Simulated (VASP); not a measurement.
Crystal: Ga3BAs4.

```
CELL_PARAMETERS angstrom
-2.70788 2.70788 5.41576
2.70788 -2.70788 5.41576
2.70788 2.70788 -5.41576
ATOMIC_POSITIONS crystal
Ga 0.00000 0.00000 0.00000
Ga 0.25000 0.75000 0.50000
Ga 0.75000 0.25000 0.50000
B 0.50000 0.50000 0.00000
As 0.62500 0.62500 0.50000
As 0.12500 0.12500 0.50000
As 0.87500 0.37500 0.00000
As 0.37500 0.87500 0.00000
```

* Program: VASP 6.6.1
* Task: relaxation of cell and atoms
* Functional: PBE
* Potentials or basis: VASP PAW PBE potentials, release 64 (Ga_d, B, As)
* Cutoff: 600 eV
* k mesh: 4 × 4 × 4
* Occupations: gaussian, width 0.1 eV
* Spin: no spin polarisation

At the start: pressure 7.0 GPa; volume 19.86 Å³/atom.

Task: Where does the relaxation end?

Result: Over 9 steps the energy falls by 198.1 meV/atom and the volume is 20.90 Å³/atom (+5.3 %); space group I-42m (No. 121, to 0.1 Å) before and after.

The path:
```
step  energy change (eV)  largest force (eV/Å)  pressure (GPa)  volume (Å³)
   1              0.0000                2.6713            7.00       158.85
   2             -1.0720                1.1460           -4.10       179.62
   3             -1.0721                1.1413           -4.14       179.71
   4             -1.5244                0.4316           -1.72       171.19
   5             -1.5722                0.2736           -0.25       167.64
   6             -1.5725                0.2597           -0.38       167.88
   7             -1.5830                0.0904            0.12       166.72
   8             -1.5834                0.0648            0.29       166.41
   9             -1.5846                0.0395           -0.09       167.23
```

Final structure:
```xyz
8
Lattice="-2.7612 2.7612 5.4835 2.7612 -2.7612 5.4835 2.7612 2.7612 -5.4835" Properties=species:S:1:pos:R:3 pbc="T T T"
Ga    0.0000    0.0000    0.0000
Ga    2.7612    0.0000    2.7418
Ga    0.0000    2.7612    2.7418
B     0.0000    0.0000    5.4835
As    1.2187    1.2187    4.2232
As    1.5424    1.5424   -1.2603
As   -1.2187    1.2187    6.7439
As    1.2187   -1.2187    6.7439
```
